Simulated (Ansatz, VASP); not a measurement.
This is a calculation of Bi for Ansatz 0.2.0.

The input input.yaml:

```yaml
crystal:
  lattice:
    - [3.1722683854, 0.0, 0.0]
    - [0.0, 3.1558770435, 0.0]
    - [-0.0788124821, 0.0, 6.312343943]
  atoms:
    - { symbol: Bi, position: [0.54424725, 0.0, 0.74957789] }
    - { symbol: Bi, position: [0.45575275, 0.0, 0.25042211] }
hamiltonian:
  xc: r2scan
  pseudopotentials: { kind: paw }
kpoints:
  mp_grid: { grid: [8, 8, 4] }
scf:
  occupations: { method: fermi_dirac, width: 0.05 }
output:
  forces: true
  stress: true
  eigenvalues: true
```

Potentials or basis: Ansatz PAW.

Run with:

```console
$ ansatz run input.yaml --threads 2 --pin off --max-ram 5632MiB --backend cpu --events-out ev --progress --plain --runs-dir out
```

**Question.** Set up the same calculation for VASP 6.6.1. Potentials there: VASP PAW PBE potentials, release 64 (Bi_d).

**Answer.** As run (the cutoff follows the program's own potentials):

The input POSCAR:

```
Bi
1.0
    3.1722683854      0.0000000000      0.0000000000
    0.0000000000      3.1558770435      0.0000000000
   -0.0788124821      0.0000000000      6.3123439430
Bi
2
Direct
    0.5442472500      0.0000000000      0.7495778900
    0.4557527500      0.0000000000      0.2504221100
```

The input INCAR.step1:

```
ALGO = Normal ; EDIFF = 1E-4
ENCUT = 520 ; GGA = PE
ISMEAR = -1 ; LASPH = T
LCHARG = F ; LREAL = F
LWAVE = T ; NBANDS = 22
NELM = 80 ; PREC = Accurate
SIGMA = 0.05
```

Contents of INCAR.step2:

```
ALGO = Normal ; EDIFF = 1E-6
ENCUT = 520 ; ISIF = 2
ISMEAR = -1 ; ISTART = 1
LASPH = T ; LCHARG = F
LMIXTAU = T ; LREAL = F
LWAVE = F ; METAGGA = R2SCAN
NBANDS = 22 ; NELM = 80
PREC = Accurate ; SIGMA = 0.05
```

Contents of KPOINTS:

```
k-points
0
Gamma
  8 8 4
```

Potentials or basis: VASP PAW PBE potentials, release 64 (Bi_d).

Command:

```bash
$ cat potpaw_PBE.64/Bi_d/POTCAR > POTCAR
$ cp INCAR.step1 INCAR
$ mpirun -np 1 vasp_std > vasp.out
$ cp INCAR.step2 INCAR
$ mpirun -np 1 vasp_std > vasp.out
```

Both were run:

|  | VASP | Ansatz | Ansatz less VASP |
| --- | --- | --- | --- |
| gap on the k mesh at the Fermi level (eV) | none | none | - |
| pressure (GPa) | 5.1 | 5.2 | +0.04 |
| traceless stress, the component that is largest in VASP (GPa) | 0.69 | 0.69 | -0.005 |
| rms of the force components (eV/Å) | 0.011 | 0.011 | +0.0003 |

VASP's potentials were made for PBE, not for r2SCAN. Atom by atom the forces differ by 0.000 eV/Å (rms over components). A gap of «none» marks a metal or a gap that the smearing closes. With one functional, cell and mesh, what is left measures potentials, basis and numerics.

Neither program's run includes spin-orbit coupling.
